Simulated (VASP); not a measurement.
# MgCd5O6 (P-3m1) in VASP: single point with PBE

Aim: the single point of MgCd5O6 with PBE.

Everything below comes from runs of VASP 6.6.1. Logs are shortened: lines on timing, memory, paths and dates and some standing lists are left out, and cuts for length are marked.

**1. The cell of the first run**

It takes space group P-3m1 (No. 164, trigonal). The conventional cell has a = 3.303 Å, b = 3.303 Å, c = 16.396 Å, α = 90.00°, β = 90.00°, γ = 120.00°. Mg (site symmetry -3m) has 6 O at 2.22 Å within 2.9 Å. Within 3.4 Å of Cd (site symmetry 3m) lie 6 O at 2.37 to 2.39 Å and 3 Mg at 3.21 Å and 9 Cd at 3.30 to 3.40 Å. Cd (site symmetry 3m) has 6 O at 2.37 Å within 3.1 Å. Cd (site symmetry -3m) has 6 O at 2.37 Å within 3.1 Å. O (site symmetry 3m) has 3 Mg at 2.22 Å and 3 Cd at 2.39 Å and 3 O at 2.96 Å within 3.0 Å. Within 3.1 Å of O (site symmetry 3m) lie 6 Cd at 2.37 Å. O (site symmetry 3m) has 6 Cd at 2.37 Å within 3.1 Å.

**2. Single point, PBE**

Contents of INCAR:

```
ALGO     = Normal         # electronic algorithm
EDIFF    = 1E-6           # SCF threshold, eV
ENCUT    = 750            # plane-wave cutoff, eV
GGA      = PE             # functional
GGA_COMPAT= False        
ISIF     = 2              # what is computed and relaxed
ISMEAR   = 0              # smearing method
LASPH    = True           # aspherical terms in the spheres
LCHARG   = False          # write CHGCAR
LREAL    = False          # projectors in reciprocal space
LWAVE    = False          # write WAVECAR
NBANDS   = 85             # bands
NELM     = 120            # most SCF steps
PREC     = Accurate       # precision mode
SIGMA    = 0.1            # smearing width, eV
```

Contents of KPOINTS:

```
k-points
0
Gamma
  6 6 1
```

Contents of POSCAR:

```
MgCd5O6
1.0
    3.3034984875      0.0000000027      0.0000000000
   -1.6517492461      2.8609136102      0.0000000000
    0.0000000000      0.0000000000     16.3960476686
Mg Cd O
1 5 6
Direct
    0.0000000000      0.0000000000      0.5000000000
    0.6666666667      0.3333333333      0.6572988481
    0.3333333333      0.6666666667      0.3427011519
    0.6666666667      0.3333333333      0.1713771268
    0.0000000000      0.0000000000      0.0000000000
    0.3333333333      0.6666666667      0.8286228732
    0.3333333333      0.6666666667      0.5691580355
    0.6666666667      0.3333333333      0.4308419645
    0.0000000000      0.0000000000      0.2570845669
    0.3333333333      0.6666666667      0.0856637391
    0.6666666667      0.3333333333      0.9143362609
    0.0000000000      0.0000000000      0.7429154331
```

Potentials or basis: VASP PAW PBE potentials, release 64 (Mg_sv, Cd_sv_GW, O).

Launch:

```console
> cat potpaw_PBE.64/Mg_sv/POTCAR potpaw_PBE.64/Cd_sv_GW/POTCAR potpaw_PBE.64/O/POTCAR > POTCAR
> mpirun -np 1 vasp_std > vasp.out
```

OUTCAR:

```text
EDIFF = 1E-6
   ENCUT = 750
   GGA = PE
   ISIF = 2
   ISMEAR = 0
   LASPH = True
   LREAL = False
   NELM = 120
   PREC = Accurate

 ion  position               nearest neighbor table
   1  0.000  0.000  0.500-
   2  0.667  0.333  0.657-
   3  0.333  0.667  0.343-
   4  0.667  0.333  0.171-
   5  0.000  0.000  0.000-
   6  0.333  0.667  0.829-
   7  0.333  0.667  0.569-
   8  0.667  0.333  0.431-
   9  0.000  0.000  0.257-
  10  0.333  0.667  0.086-
  11  0.667  0.333  0.914-
  12  0.000  0.000  0.743-

  LATTYP: Found a hexagonal cell.
 ALAT       =     3.3034984875
 C/A-ratio  =     4.9632375285

  Lattice vectors:

 A1 = (   3.3034984875,   0.0000000027,   0.0000000000)
 A2 = (  -1.6517492461,   2.8609136102,   0.0000000000)
 A3 = (   0.0000000000,   0.0000000000,  16.3960476686)

Analysis of symmetry for initial positions (statically):
=====================================================================
 Subroutine PRICEL returns:
 Original cell was already a primitive cell.

 Routine SETGRP: Setting up the symmetry group for a
 hexagonal supercell.

 Subroutine GETGRP returns: Found 12 space group operations
 (whereof 12 operations were pure point group operations)
 out of a pool of 24 trial point group operations.

The static configuration has the point symmetry D_3d.

Analysis of symmetry for dynamics (positions and initial velocities):
=====================================================================
 Subroutine PRICEL returns:
 Original cell was already a primitive cell.

 Routine SETGRP: Setting up the symmetry group for a
 hexagonal supercell.

 Subroutine GETGRP returns: Found 12 space group operations
 (whereof 12 operations were pure point group operations)
 out of a pool of 24 trial point group operations.

The dynamic configuration has the point symmetry D_3d.

 Subroutine INISYM returns: Found 12 space group operations
 (whereof 12 operations are pure point group operations),
 and found     1 'primitive' translations

----------------------------------------------------------------------------------------

                                     Primitive cell

  volume of cell :     154.9594

  direct lattice vectors                    reciprocal lattice vectors
     3.303498488  0.000000003  0.000000000     0.302709386  0.174769346  0.000000000
    -1.651749246  2.860913610  0.000000000    -0.000000000  0.349538691  0.000000000
     0.000000000  0.000000000 16.396047669     0.000000000  0.000000000  0.060990308

  length of vectors
     3.303498488  3.303498488 16.396047669     0.349538691  0.349538691  0.060990308

  position of ions in fractional coordinates (direct lattice)
     0.000000000  0.000000000  0.500000000
     0.666666667  0.333333333  0.657298848
     0.333333333  0.666666667  0.342701152
     0.666666667  0.333333333  0.171377127
     0.000000000  0.000000000  0.000000000
     0.333333333  0.666666667  0.828622873
     0.333333333  0.666666667  0.569158036
     0.666666667  0.333333333  0.430841964
     0.000000000  0.000000000  0.257084567
     0.333333333  0.666666667  0.085663739
     0.666666667  0.333333333  0.914336261
     0.000000000  0.000000000  0.742915433

  ion indices of the primitive-cell ions
   primitive index   ion index
                 1           1
                 2           2
                 3           3
                 4           4
                 5           5
                 6           6
                 7           7
                 8           8
                 9           9
                10          10
                11          11
                12          12

----------------------------------------------------------------------------------------

 KPOINTS: k-points

Automatic generation of k-mesh.
 Grid dimensions read from file:
 generate k-points for:    6    6    1

 Generating k-lattice:

  Cartesian coordinates                     Fractional coordinates (reciprocal lattice)
     0.050451564  0.029128224  0.000000000     0.166666667  0.000000000  0.000000000
    -0.000000000  0.058256449  0.000000000     0.000000000  0.166666667  0.000000000
     0.000000000  0.000000000  0.060990308     0.000000000  0.000000000  1.000000000

  Length of vectors
     0.058256449  0.058256449  0.060990308

  Shift w.r.t. Gamma in fractional coordinates (k-lattice)
     0.000000000  0.000000000  0.000000000

 Subroutine IBZKPT returns following result:
 ===========================================

 Found      7 irreducible k-points:

 Following reciprocal coordinates:
            Coordinates               Weight
  0.000000  0.000000  0.000000      1.000000
  0.166667  0.000000  0.000000      6.000000
  0.333333  0.000000  0.000000      6.000000
  0.500000  0.000000  0.000000      3.000000
  0.166667  0.166667  0.000000      6.000000
  0.333333  0.166667  0.000000     12.000000
  0.333333  0.333333  0.000000      2.000000
   k-points           NKPTS =      7   k-points in BZ     NKDIM =      7   number of bands    NBANDS=     85
   number of dos      NEDOS =    301   number of ions     NIONS =     12
   total plane-waves  NPLWV = 135000
   dimension x,y,z NGX =    30 NGY =   30 NGZ =  150
   dimension x,y,z NGXF=    60 NGYF=   60 NGZF=  300
   ions per type =               1   5   6
   NGX,Y,Z   is equivalent  to a cutoff of  15.10, 15.10, 15.21 a.u.
   NGXF,Y,Z  is equivalent  to a cutoff of  30.19, 30.19, 30.42 a.u.
 SYSTEM =  unknown system
   PREC   = accura    normal or accurate (medium, high low for compatibility)
   ISTART =      0    job   : 0-new  1-cont  2-samecut
   ICHARG =      2    charge: 1-file 2-atom 10-const
   ISPIN  =      1    spin polarized calculation?
   LNONCOLLINEAR =      F non collinear calculations
   LSORBIT =      F    spin-orbit coupling
   LASPH  =      T    aspherical Exc in radial PAW
   ENCUT  =  750.0 eV  55.12 Ry    7.42 a.u.   7.38  7.38 36.61*2*pi/ulx,y,z
   NELM   =    120;   NELMIN=  2; NELMDL= -5     # of ELM steps
   EDIFF  = 0.1E-05   stopping-criterion for ELM
   LREAL  =      F    real-space projection
   EDIFFG = 0.1E-04   stopping-criterion for IOM
   NSW    =      0    number of steps for IOM
   IBRION =     -1    ionic relax: 0-MD 1-quasi-New 2-CG
   NFREE  =      0    steps in history (QN), initial steepest desc. (CG)
   ISIF   =      2    stress and relaxation
   ISYM   =      2    0-nonsym 1-usesym 2-fastsym
   POTIM  = 0.5000    time-step for ionic-motion
   TEBEG  =    0.0;   TEEND  =   0.0 temperature during run
   PSTRESS=    0.0 pullay stress
   NELECT =     146.0000    total number of electrons
   NUPDOWN=      -1.0000    fix difference up-down
   EMIN   =  10.00;   EMAX   =-10.00  energy-range for DOS
   EFERMI =   0.00;   METHOD = LEGACY
   ISMEAR =     0;   SIGMA  =   0.10  broadening in eV -4-tet -1-fermi 0-gaus
   EFERMI_NEDOS =   21; number of points for ismear=-14 and -15
   IALGO  =     38    algorithm
   IMIX   =      4    mixing-type and parameters
     AMIX     =   0.40;   BMIX     =  1.00
     AMIX_MAG =   1.60;   BMIX_MAG =  1.00
  volume/ion in A,a.u.               =      12.91        87.14
  Fermi-wavevector in a.u.,A,eV,Ry     =   1.604919  3.032857 35.045408  2.575765
  Thomas-Fermi vector in A             =   2.701347
   LORBIT       =      0    0 simple, 1 ext, 2 COOP (PROOUT), +10 PAW based schemes
   GGA     = PE    functional components
   LHFCALC =     F    Hartree Fock is set to
   AEXX    =    0.0000 exact exchange contribution
   IVDW    =     0    specifies the selected vdW correction
   LEPSILON=     F    determine dielectric tensor
   LRPA    =     F    only Hartree local field effects (RPA)
 non-spin polarized calculation
 Gauss-broadening in eV      SIGMA  =   0.10
  energy-cutoff  :      750.00
  volume of cell :      154.96
 maximum number of plane-waves:      7279
 NGX is ok and might be reduce to    30
   NGX = 15   NGY = 15   NGZ = 73

 number of electron     146.0000006 magnetization

 Free energy of the ion-electron system (eV)
  ---------------------------------------------------
  ext. energy  EPLUGINS =         0.00000000
  ---------------------------------------------------
  free energy    TOTEN  =       -50.69802468 eV

  energy without entropy =      -50.69051602  energy(sigma->0) =      -50.69427035

 E-fermi :   4.3590     XC(G=0): -11.6059

 val. band max:        4.2750493213   @ k =   0.0000   0.0000   0.0000
 cond. band min:       5.9688599500   @ k =   0.1667   0.0000   0.0000
 fundamental gap:      1.6938106287
 Fermi energy:         4.3590045990

 k-point     1 :       0.0000    0.0000    0.0000
  band No.  band energies     occupation
      1     -96.1085      2.00000
      2     -96.1085      2.00000
      3     -96.0930      2.00000
      4     -96.0919      2.00000
      5     -96.0918      2.00000
      6     -69.0822      2.00000
[... 77 lines left out ...]
     84      16.4766      0.00000
     85      16.6565      0.00000

 k-point     2 :       0.1667    0.0000    0.0000
  band No.  band energies     occupation
      1     -96.1083      2.00000
      2     -96.1083      2.00000
      3     -96.0928      2.00000
      4     -96.0917      2.00000
      5     -96.0917      2.00000
      6     -69.0819      2.00000
[... 429 lines left out ...]
     84      13.4507      0.00000
     85      13.8009      0.00000

 k-point     7 :       0.3333    0.3333    0.0000
  band No.  band energies     occupation
      1     -96.1077      2.00000
      2     -96.1077      2.00000
      3     -96.0921      2.00000
      4     -96.0910      2.00000
      5     -96.0910      2.00000
      6     -69.0807      2.00000
[... 77 lines left out ...]
     84      12.0845      0.00000
     85      13.0144      0.00000

------------------------ aborting loop because EDIFF is reached ----------------------------------------

  FORCE on cell =-STRESS in cart. coord.  units (eV):
  Direction    XX          YY          ZZ          XY          YZ          ZX
  --------------------------------------------------------------------------------------
  -------------------------------------------------------------------------------------
  Total       -0.2934591     -0.2934591     -0.2887159      0.0000000      0.0000000      0.0000000
  in kB       -3.0341715     -3.0341715     -2.9851301      0.0000000      0.0000000      0.0000000
  external PRESSURE =      -3.0178244 kB  Pullay stress =       0.0000000 kB

 VOLUME and BASIS-vectors are now :
 -----------------------------------------------------------------------------
  energy-cutoff  :      750.00
  volume of cell :      154.96
      direct lattice vectors                 reciprocal lattice vectors
     3.303498488  0.000000003  0.000000000     0.302709386  0.174769346  0.000000000
    -1.651749246  2.860913610  0.000000000    -0.000000000  0.349538691  0.000000000
     0.000000000  0.000000000 16.396047669     0.000000000  0.000000000  0.060990308

 POSITION                                       TOTAL-FORCE (eV/Angst)
 -----------------------------------------------------------------------------------
      0.00000      0.00000      8.19802         0.000000     -0.000000      0.000000
      1.65175      0.95364     10.77710         0.000000     -0.000000      0.001252
     -0.00000      1.90728      5.61894        -0.000000      0.000000     -0.001252
      1.65175      0.95364      2.80991         0.000000     -0.000000     -0.001669
      0.00000      0.00000      0.00000         0.000000     -0.000000      0.000000
     -0.00000      1.90728     13.58614        -0.000000      0.000000      0.001669
     -0.00000      1.90728      9.33194         0.000000     -0.000000      0.011960
      1.65175      0.95364      7.06411        -0.000000      0.000000     -0.011960
      0.00000      0.00000      4.21517        -0.000000      0.000000     -0.000022
     -0.00000      1.90728      1.40455         0.000000     -0.000000      0.001122
      1.65175      0.95364     14.99150        -0.000000      0.000000     -0.001122
      0.00000      0.00000     12.18088         0.000000     -0.000000      0.000022
 -----------------------------------------------------------------------------------
    total drift:                               -0.000000      0.000000     -0.000000

  FREE ENERGIE OF THE ION-ELECTRON SYSTEM (eV)
  ---------------------------------------------------
  free  energy   TOTEN  =       -50.6980246814 eV

  energy  without entropy=      -50.6905160188  energy(sigma->0) =      -50.69427035
```

Wall time 6 min (1 thread of Intel Xeon Platinum 8259CL at 2.50GHz (Skylake/Cascade Lake), shared host); peak memory 0.44 GiB.

What came out:

* Free energy: -50.6980 eV
* Pressure: -0.3 GPa
* Largest force: 0.012 eV/Å
* Band gap on the k mesh: zero (filled and empty bands touch)

Forces on the atoms (eV/Å):
```
Mg   0.000  0.000  0.000
Cd   0.000  0.000  0.001
Cd   0.000  0.000 -0.001
Cd   0.000  0.000 -0.002
Cd   0.000  0.000  0.000
Cd   0.000  0.000  0.002
O    0.000  0.000  0.012
O    0.000  0.000 -0.012
O    0.000  0.000  0.000
O    0.000  0.000  0.001
O    0.000  0.000 -0.001
O    0.000  0.000  0.000
```

Caveat: the k points lie up to 0.38 Å⁻¹ apart; semilocal functionals underestimate gaps, so a narrow gap can read as zero.
